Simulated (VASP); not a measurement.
A run of VASP 6.6.1 is set up as follows.

File INCAR:

```
SYSTEM = GaSb
PREC = Accurate
ENCUT = 600
EDIFF = 1E-7
ISMEAR = -1
SIGMA = 0.02
LREAL = .FALSE.
LASPH = .TRUE.
NELM = 80
ALGO = Normal
ISIF = 3
LWAVE = .FALSE.
LCHARG = .FALSE.
GGA = PS
IBRION = 2
NSW = 80
EDIFFG = -0.005
```

KPOINTS

```
Automatic mesh
0
G
  6 6 6
  0 0 0
```

POSCAR

```
GaSb
1.0
    0.0000000000      3.1090646227      3.1090646227
    3.1090646227      0.0000000000      3.1090646227
    3.1090646227      3.1090646227      0.0000000000
Ga Sb
1 1
Direct
    0.0000000000      0.0000000000      0.0000000000
    0.2500000000      0.2500000000      0.2500000000
```

Potentials or basis: VASP PAW PBE potentials, release 64 (Ga_d, Sb).

Run with:

```console
$ cat potpaw_PBE.64/Ga_d/POTCAR potpaw_PBE.64/Sb/POTCAR > POTCAR
$ mpirun -np 1 vasp_std > vasp.out
```

Q: What does it give for the space group after relaxing (to 0.05 Å)?

A: F-43m (No. 216).

Q: What does it give for the relaxed cell?

A: a = 4.326 Å, b = 4.326 Å, c = 4.326 Å, α = 60.00°, β = 60.00°, γ = 60.00°.

Q: Predict the relaxed volume.

A: 28.63 Å³/atom.

Final structure:
```
Ga Sb
1.0
     0.00000    3.05914    3.05914
     3.05914    0.00000    3.05914
     3.05914    3.05914    0.00000
Ga Sb
1 1
Direct
  0.00000 0.00000 0.00000
  0.25000 0.25000 0.25000
```

Caveat: the PAW data sets were made with another functional, which shifts forces and pressure a little.
